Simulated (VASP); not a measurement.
Write the native input for VASP 6.6.1 that does the following.

* Task: single point
* Functional: LDA
* Potentials or basis: VASP PAW LDA potentials, release 64 (Fe, Ge_d)
* Cutoff: 520 eV
* k mesh: 10 × 10 × 10
* Occupations: gaussian, width 0.03 eV
* Spin: no spin polarisation
* Dipole correction: no
* Further INCAR settings: ALGO = Normal; EDIFF = 1e-07; NBANDS = 54

The structure of FeGe lies in POSCAR:

```
FeGe
1.0
    4.4516870807      0.0000000000      0.0000000000
    0.0000000000      4.4516870807      0.0000000000
    0.0000000000      0.0000000000      4.4516870807
Fe Ge
4 4
Direct
    0.1373071351      0.1373071351      0.1373071351
    0.3626928649      0.8626928649      0.6373071351
    0.6373071351      0.3626928649      0.8626928649
    0.8626928649      0.6373071351      0.3626928649
    0.8396937631      0.8396937631      0.8396937631
    0.6603062369      0.1603062369      0.3396937631
    0.3396937631      0.6603062369      0.1603062369
    0.1603062369      0.3396937631      0.6603062369
```

The input as run:

INCAR

```
SYSTEM = FeGe
PREC = Accurate
ENCUT = 520
EDIFF = 1E-7
ISMEAR = 0
SIGMA = 0.03
LREAL = .FALSE.
LASPH = .TRUE.
NELM = 80
ALGO = Normal
ISIF = 2
LWAVE = .FALSE.
LCHARG = .FALSE.
NBANDS = 54
```

KPOINTS

```
regular mesh
0
G
  10 10 10
  0 0 0
```

Potentials or basis: VASP PAW LDA potentials, release 64 (Fe, Ge_d).

The run is started by

```bash
$ cat potpaw_LDA.64/Fe/POTCAR potpaw_LDA.64/Ge_d/POTCAR > POTCAR
$ mpirun -np 1 vasp_std > vasp.out
```

It gave:

- Pressure: 14.9 GPa
- Largest force: 0.052 eV/Å
- Band gap on the k mesh: 0.09 eV (least direct gap 0.13 eV)

Caveat: the cell stands under pressure.

Run time: 2.9 min on 1 thread of Intel(R) Xeon(R) 6975P-C (Granite Rapids) (shared host), peak memory 0.37 GiB.
